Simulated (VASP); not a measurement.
# W2C3 (P6_3/mmc) in VASP: further runs

Runs on W2C3. Level: PBE. Tasks: single point, relaxation of cell and atoms.

Everything below comes from runs of VASP 6.6.1. Logs are shortened: lines on timing, memory, paths and dates and some standing lists are left out, and cuts for length are marked.

## Step 1: The cell of the first run

Symmetry: P6_3/mmc, No. 194, hexagonal system. The conventional cell has a = 2.958 Å, b = 2.958 Å, c = 12.823 Å, α = 90.00°, β = 90.00°, γ = 120.00°. W (site symmetry 3m) has 7 C at 2.13 to 2.26 Å and 7 W at 2.87 to 2.96 Å within 3.0 Å. C (site symmetry 3m) has 3 C at 1.97 Å and 4 W at 2.13 to 2.26 Å within 2.6 Å. Within 3.0 Å of C (site symmetry -6m2) lie 6 W at 2.23 Å and 8 C at 2.71 to 2.96 Å.

## Step 2: Single point, PBE

INCAR reads:

```
PREC = Accurate
ENCUT = 520
EDIFF = 1E-6
ISMEAR = 0
SIGMA = 0.2
LREAL = F
LASPH = T
NELM = 80
ALGO = Normal
ISIF = 2
LWAVE = F
LCHARG = F
GGA = PE
NBANDS = 51
```

KPOINTS reads:

```
regular mesh
0
Gamma
  6 6 2
```

POSCAR reads:

```
W2C3
1.0
    2.9579793020      0.0000000000      0.0000000000
   -1.4789896510      2.5616852194      0.0000000000
    0.0000000000      0.0000000000     12.8227236611
W C
4 6
Direct
    0.6666666667      0.3333333333      0.6380972260
    0.6666666667      0.3333333333      0.8619027740
    0.3333333333      0.6666666667      0.3619027740
    0.3333333333      0.6666666667      0.1380972260
    0.6666666667      0.3333333333      0.4615971814
    0.3333333333      0.6666666667      0.5384028186
    0.3333333333      0.6666666667      0.7500000000
    0.3333333333      0.6666666667      0.9615971814
    0.6666666667      0.3333333333      0.0384028186
    0.6666666667      0.3333333333      0.2500000000
```

Potentials or basis: VASP PAW PBE potentials, release 64 (W_sv, C).

Launch:

```sh
$ cat potpaw_PBE.64/W_sv/POTCAR potpaw_PBE.64/C/POTCAR > POTCAR
$ mpirun -np 1 vasp_std > vasp.out
```

OUTCAR:

```text
PREC = Accurate
   ENCUT = 520
   EDIFF = 1E-6
   ISMEAR = 0
   LREAL = F
   LASPH = T
   NELM = 80
   ISIF = 2
   GGA = PE

 ion  position               nearest neighbor table
   1  0.667  0.333  0.638-   6 2.13   6 2.13   6 2.13   7 2.23   7 2.23   7 2.23   5 2.26   2 2.87

   2  0.667  0.333  0.862-   8 2.13   8 2.13   8 2.13   7 2.23   7 2.23   7 2.23   9 2.26   1 2.87

   3  0.333  0.667  0.362-   5 2.13   5 2.13   5 2.13  10 2.23  10 2.23  10 2.23   6 2.26   4 2.87

   4  0.333  0.667  0.138-   9 2.13   9 2.13   9 2.13  10 2.23  10 2.23  10 2.23   8 2.26   3 2.87

   5  0.667  0.333  0.462-   6 1.97   6 1.97   6 1.97   3 2.13   3 2.13   3 2.13   1 2.26
   6  0.333  0.667  0.538-   5 1.97   5 1.97   5 1.97   1 2.13   1 2.13   1 2.13   3 2.26
   7  0.333  0.667  0.750-   1 2.23   2 2.23   1 2.23   2 2.23   1 2.23   2 2.23
   8  0.333  0.667  0.962-   9 1.97   9 1.97   9 1.97   2 2.13   2 2.13   2 2.13   4 2.26
   9  0.667  0.333  0.038-   8 1.97   8 1.97   8 1.97   4 2.13   4 2.13   4 2.13   2 2.26
  10  0.667  0.333  0.250-   3 2.23   4 2.23   3 2.23   4 2.23   3 2.23   4 2.23

  LATTYP: Found a hexagonal cell.
 ALAT       =     2.9579793020
 C/A-ratio  =     4.3349605768

  Lattice vectors:

 A1 = (   2.9579793020,   0.0000000000,   0.0000000000)
 A2 = (  -1.4789896510,   2.5616852194,   0.0000000000)
 A3 = (   0.0000000000,   0.0000000000,  12.8227236611)

Analysis of symmetry for initial positions (statically):
=====================================================================
 Subroutine PRICEL returns:
 Original cell was already a primitive cell.

 Routine SETGRP: Setting up the symmetry group for a
 hexagonal supercell.

 Subroutine GETGRP returns: Found 24 space group operations
 (whereof 12 operations were pure point group operations)
 out of a pool of 24 trial point group operations.

The static configuration has the point symmetry D_3d.
 The point group associated with its full space group is D_6h.

Analysis of symmetry for dynamics (positions and initial velocities):
=====================================================================
 Subroutine PRICEL returns:
 Original cell was already a primitive cell.

 Routine SETGRP: Setting up the symmetry group for a
 hexagonal supercell.

 Subroutine GETGRP returns: Found 24 space group operations
 (whereof 12 operations were pure point group operations)
 out of a pool of 24 trial point group operations.

The dynamic configuration has the point symmetry D_3d.
 The point group associated with its full space group is D_6h.

 Subroutine INISYM returns: Found 24 space group operations
 (whereof 12 operations are pure point group operations),
[... 113 lines left out ...]
   NUPDOWN=      -1.0000    fix difference up-down
   EMIN   =  10.00;   EMAX   =-10.00  energy-range for DOS
   EFERMI =   0.00;   METHOD = LEGACY
   ISMEAR =     0;   SIGMA  =   0.20  broadening in eV -4-tet -1-fermi 0-gaus
   EFERMI_NEDOS =   21; number of points for ismear=-14 and -15
   IALGO  =     38    algorithm
   IMIX   =      4    mixing-type and parameters
     AMIX     =   0.40;   BMIX     =  1.00
     AMIX_MAG =   1.60;   BMIX_MAG =  1.00
  volume/ion in A,a.u.               =       9.72        65.57
  Fermi-wavevector in a.u.,A,eV,Ry     =   1.534397  2.899590 32.033209  2.354374
  Thomas-Fermi vector in A             =   2.641331
   LORBIT       =      0    0 simple, 1 ext, 2 COOP (PROOUT), +10 PAW based schemes
   GGA     = PE    functional components
   LHFCALC =     F    Hartree Fock is set to
   AEXX    =    0.0000 exact exchange contribution
   IVDW    =     0    specifies the selected vdW correction
   LEPSILON=     F    determine dielectric tensor
   LRPA    =     F    only Hartree local field effects (RPA)
 non-spin polarized calculation
 Gauss-broadening in eV      SIGMA  =   0.20
  energy-cutoff  :      520.00
  volume of cell :       97.16
 maximum number of plane-waves:      2700
 NGX is ok and might be reduce to    24
   NGX = 11   NGY = 11   NGZ = 47

 number of electron      80.0000012 magnetization

 Free energy of the ion-electron system (eV)
  ---------------------------------------------------
  ext. energy  EPLUGINS =         0.00000000
  ---------------------------------------------------
  free energy    TOTEN  =      -101.50608666 eV

  energy without entropy =     -101.46243032  energy(sigma->0) =     -101.48425849

 E-fermi :  11.4946     XC(G=0): -13.5813

 val. band max:       11.4054547723   @ k =   0.3333   0.1667   0.0000
 cond. band min:      11.5555035170   @ k =   0.3333   0.3333   0.5000
 fundamental gap:      0.1500487447
 Fermi energy:        11.4946288665

 k-point     1 :       0.0000    0.0000    0.0000
  band No.  band energies     occupation
      1     -63.2310      2.00000
      2     -63.2303      2.00000
      3     -63.2134      2.00000
      4     -63.2129      2.00000
      5     -27.8729      2.00000
      6     -27.8226      2.00000
[... 745 lines left out ...]
     50      15.6012      0.00000
     51      16.2747      0.00000

------------------------ aborting loop because EDIFF is reached ----------------------------------------

  FORCE on cell =-STRESS in cart. coord.  units (eV):
  Direction    XX          YY          ZZ          XY          YZ          ZX
  --------------------------------------------------------------------------------------
  -------------------------------------------------------------------------------------
  Total        0.5526271      0.5526271      0.9471550      0.0000000      0.0000000     -0.0000000
  in kB        9.1125854      9.1125854     15.6181814      0.0000000      0.0000000     -0.0000000
  external PRESSURE =      11.2811174 kB  Pullay stress =       0.0000000 kB

 VOLUME and BASIS-vectors are now :
 -----------------------------------------------------------------------------
  energy-cutoff  :      520.00
  volume of cell :       97.16
      direct lattice vectors                 reciprocal lattice vectors
     2.957979302  0.000000000  0.000000000     0.338068627  0.195184013  0.000000000
    -1.478989651  2.561685219  0.000000000     0.000000000  0.390368025  0.000000000
     0.000000000  0.000000000 12.822723661     0.000000000  0.000000000  0.077986552

 POSITION                                       TOTAL-FORCE (eV/Angst)
 -----------------------------------------------------------------------------------
      1.47899      0.85390      8.18214        -0.000000      0.000000      0.041073
      1.47899      0.85390     11.05194        -0.000000      0.000000     -0.041073
     -0.00000      1.70779      4.64058         0.000000      0.000000     -0.041073
     -0.00000      1.70779      1.77078         0.000000      0.000000      0.041073
      1.47899      0.85390      5.91893        -0.000000      0.000000      0.034901
     -0.00000      1.70779      6.90379         0.000000      0.000000     -0.034901
     -0.00000      1.70779      9.61704         0.000000      0.000000     -0.000000
     -0.00000      1.70779     12.33029         0.000000     -0.000000      0.034901
      1.47899      0.85390      0.49243         0.000000      0.000000     -0.034901
      1.47899      0.85390      3.20568        -0.000000      0.000000     -0.000000
 -----------------------------------------------------------------------------------
    total drift:                               -0.000000      0.000000     -0.000000

  FREE ENERGIE OF THE ION-ELECTRON SYSTEM (eV)
  ---------------------------------------------------
  free  energy   TOTEN  =      -101.5060866587 eV

  energy  without entropy=     -101.4624303191  energy(sigma->0) =     -101.48425849
```

stdout:

```text
POSCAR found type information on POSCAR W C
 POSCAR found :  2 types and      10 ions
 scaLAPACK will be used
 LDA part: xc-table for (Slater+PW92), standard interpolation
 POSCAR, INCAR and KPOINTS ok, starting setup
 FFT: planning ... GRIDC
 FFT: planning ... GRID_SOFT
 FFT: planning ... GRID
 WAVECAR not read
 entering main loop
```

It took 3.5 min on 1 thread of AMD EPYC 7R13, shared host; peak memory 0.21 GiB.

What came out:

```
Free energy            : -101.5061 eV
Pressure               : 1.1 GPa
Largest force          : 0.041 eV/Å
Band gap on the k mesh : zero (bands 40 and 41 overlap by 1.45 eV)
```

Forces on the atoms (eV/Å):
```
W    0.000  0.000  0.041
W    0.000  0.000 -0.041
W    0.000  0.000 -0.041
W    0.000  0.000  0.041
C    0.000  0.000  0.035
C    0.000  0.000 -0.035
C    0.000  0.000  0.000
C    0.000  0.000  0.035
C    0.000  0.000 -0.035
C    0.000  0.000  0.000
```

Levels at points of the mesh, in eV from the Fermi level:
```tsv
k point	band 37	band 38	band 39	band 40	band 41	band 42	band 43	band 44
(0.00, 0.00, 0.00)	-1.76	-1.76	-0.98	-0.82	-0.65	-0.65	0.94	0.94
(0.50, 0.00, 0.00)	-1.77	-1.74	-1.24	0.48	0.81	0.87	2.76	2.90
(0.00, 0.00, 0.50)	-2.36	-2.36	-1.05	-1.05	0.10	0.10	0.10	0.10
(0.50, 0.00, 0.50)	-1.69	-1.69	-0.25	-0.25	0.77	0.77	2.91	2.91
```

Caveat: the k points lie up to 0.41 Å⁻¹ apart, too coarse for converged energies and pressures of a metal; spin-orbit coupling is left out, which moves the levels of the heavy elements.

## Step 3: Single point, PBE

INCAR reads:

```
SYSTEM = W2C3
  ALGO = Normal
  EDIFF = 1E-6
  ENCUT = 520
  GGA = PE
  ISIF = 2
  ISMEAR = 0
  LASPH = .True.
  LCHARG = .False.
  LREAL = .False.
  LWAVE = .False.
  NBANDS = 51
  NELM = 80
  PREC = Accurate
  SIGMA = 0.2
```

KPOINTS reads:

```
k-points
0
Gamma
  12 12 2
  0 0 0
```

POSCAR reads:

```
W2C3
1.0
    2.9557588905      0.0000000000      0.0000000000
   -1.4778794453      2.5597622866      0.0000000000
    0.0000000000      0.0000000000     12.8285680541
W C
4 6
Direct
    0.6666666667      0.3333333333      0.6382540613
    0.6666666667      0.3333333333      0.8617459387
    0.3333333333      0.6666666667      0.3617459387
    0.3333333333      0.6666666667      0.1382540613
    0.6666666667      0.3333333333      0.4618258624
    0.3333333333      0.6666666667      0.5381741376
    0.3333333333      0.6666666667      0.7500000000
    0.3333333333      0.6666666667      0.9618258624
    0.6666666667      0.3333333333      0.0381741376
    0.6666666667      0.3333333333      0.2500000000
```

Potentials or basis: VASP PAW PBE potentials, release 64 (W_sv, C).

Launch:

```sh
$ cat potpaw_PBE.64/W_sv/POTCAR potpaw_PBE.64/C/POTCAR > POTCAR
$ mpirun -np 1 vasp_std > vasp.out
```

Wall time 8.2 min (1 thread of AMD EPYC 7R13, shared host); peak memory 0.27 GiB.

The run converged. Its results:

* Free energy: -101.5387 eV
* Pressure: 1.1 GPa
* Largest force: 0.014 eV/Å
* Band gap on the k mesh: zero (bands 40 and 41 overlap by 1.49 eV)

Forces in eV/Å, atoms in the order of the input:
```
W    0.000  0.000 -0.003
W    0.000  0.000  0.003
W    0.000  0.000  0.003
W    0.000  0.000 -0.003
C    0.000  0.000  0.014
C    0.000  0.000 -0.014
C    0.000  0.000  0.000
C    0.000  0.000  0.014
C    0.000  0.000 -0.014
C    0.000  0.000  0.000
```

Stress tensor (GPa, compression positive):
```
0.85 0.00 0.00
0.00 0.85 0.00
0.00 0.00 1.51
```

Levels at points of the mesh, in eV from the Fermi level:
```csv
k point,band 37,band 38,band 39,band 40,band 41,band 42,band 43,band 44
"(0.00, 0.00, 0.00)",-1.79,-1.79,-1.03,-0.87,-0.70,-0.70,0.91,0.91
"(0.50, 0.00, 0.00)",-1.80,-1.78,-1.26,0.47,0.77,0.83,2.72,2.87
"(0.00, 0.00, 0.50)",-2.39,-2.39,-1.10,-1.10,0.06,0.06,0.06,0.06
"(0.50, 0.00, 0.50)",-1.72,-1.72,-0.28,-0.28,0.73,0.73,2.89,2.89
```

Caveat: spin-orbit coupling is left out, which moves the levels of the heavy elements.

## Step 4: Relaxation of cell and atoms, PBE

This run uses another cell than the first one, of 12.51 Å³/atom.

INCAR reads:

```
PREC = Accurate ; ENCUT = 600
EDIFF = 1E-6 ; ISMEAR = 0
SIGMA = 0.2 ; LREAL = F
LASPH = T ; NELM = 100
ALGO = Normal ; ISIF = 3
LWAVE = F ; LCHARG = F
GGA = PE ; IBRION = 2
NSW = 36 ; EDIFFG = -0.08
```

KPOINTS reads:

```
Automatic mesh
0
Gamma
  6 6 2
```

POSCAR reads:

```
W2C3
1.0
    3.1821973400      0.0000000000      0.0000000000
   -1.5910986700      2.7558637300      0.0000000000
    0.0000000000      0.0000000000     14.2650225400
W C
4 6
Direct
    0.6666666700      0.3333333300      0.6410000000
    0.6666666700      0.3333333300      0.8590000000
    0.3333333300      0.6666666700      0.3590000000
    0.3333333300      0.6666666700      0.1410000000
    0.6666666700      0.3333333300      0.4720000000
    0.3333333300      0.6666666700      0.5280000000
    0.3333333300      0.6666666700      0.7500000000
    0.3333333300      0.6666666700      0.9720000000
    0.6666666700      0.3333333300      0.0280000000
    0.6666666700      0.3333333300      0.2500000000
```

Launch:

```sh
$ cat potpaw_PBE.64/W_sv/POTCAR potpaw_PBE.64/C/POTCAR > POTCAR
$ mpirun -np 1 vasp_std > vasp.out
```

Run time: 38 min. Hardware: 1 thread of AMD EPYC 7R13, shared host; peak memory 0.32 GiB.

The run converged. Its results:

* Free energy: -101.5436 eV
* Relaxed volume: 9.73 Å³/atom
* Relaxed cell: a = 2.958 Å, b = 2.958 Å, c = 12.839 Å, α = 90.00°, β = 90.00°, γ = 120.00°
* Space group after relaxing (to 0.1 Å): P6_3/mmc (No. 194)
* Pressure after relaxing: 0.2 GPa
* Largest force after relaxing: 0.007 eV/Å
* Band gap on the k mesh: zero (bands 40 and 41 overlap by 1.47 eV)

Forces on the atoms (eV/Å):
```
W    0.000  0.000  0.001
W    0.000  0.000 -0.001
W    0.000  0.000 -0.001
W    0.000  0.000  0.001
C    0.000  0.000 -0.007
C    0.000  0.000  0.007
C    0.000  0.000  0.000
C    0.000  0.000 -0.007
C    0.000  0.000  0.007
C    0.000  0.000  0.000
```

Final structure:
```
W C
1.0
     2.95835    0.00000    0.00000
    -1.47918    2.56201    0.00000
     0.00000    0.00000   12.83887
W C
4 6
Direct
  0.66667 0.33333 0.63816
  0.66667 0.33333 0.86184
  0.33333 0.66667 0.36184
  0.33333 0.66667 0.13816
  0.66667 0.33333 0.46177
  0.33333 0.66667 0.53823
  0.33333 0.66667 0.75000
  0.33333 0.66667 0.96178
  0.66667 0.33333 0.03823
  0.66667 0.33333 0.25000
```

Levels at points of the mesh, in eV from the Fermi level:
| k point | band 38 | band 39 | band 40 | band 41 | band 42 | band 43 |
| --- | --- | --- | --- | --- | --- | --- |
| (0.00, 0.00, 0.00) | -1.75 | -1.00 | -0.84 | -0.66 | -0.66 | 0.93 |
| (0.50, 0.00, 0.00) | -1.74 | -1.23 | 0.50 | 0.80 | 0.86 | 2.75 |
| (0.00, 0.00, 0.50) | -2.35 | -1.06 | -1.06 | 0.10 | 0.10 | 0.10 |
| (0.50, 0.00, 0.50) | -1.69 | -0.25 | -0.25 | 0.76 | 0.76 | 2.91 |

Caveat: the k points lie up to 0.41 Å⁻¹ apart in the final cell, too coarse for converged energies and pressures of a metal; the volume moved by over 15 % at a fixed basis, so the end points are rough; spin-orbit coupling is left out, which moves the levels of the heavy elements.

## Step 5: The runs side by side

```csv
task,cell,k mesh,cutoff (eV),gap on the mesh (eV),pressure (GPa),largest force (eV/Å)
single point,"a = 2.958, b = 2.958, c = 12.823 Å, angles 90.0, 90.0, 120.0°, 10 atoms, atomic positions A",6 × 6 × 2,520,none,1.1,0.04
single point,"a = 2.956, b = 2.956, c = 12.829 Å, angles 90.0, 90.0, 120.0°, 10 atoms, atomic positions A",12 × 12 × 2,520,none,1.1,0.01
relaxation of cell and atoms,"relaxed from a = 3.182, b = 3.182, c = 14.265 Å, angles 90.0, 90.0, 120.0°, 10 atoms, atomic positions B",6 × 6 × 2,600,none,0.2,0.01
```

Alike in all rows: level PBE; potentials or basis VASP PAW PBE potentials, release 64 (W_sv, C); no spin polarisation; smearing gaussian 0.2 eV.

Caveats: some runs use coarse meshes; spin-orbit coupling is left out, which moves the levels of the heavy elements; the volume moved by over 15 % at a fixed basis, so the end points are rough (at least some runs).

Absolute energies hang on the potentials; compare differences alone.
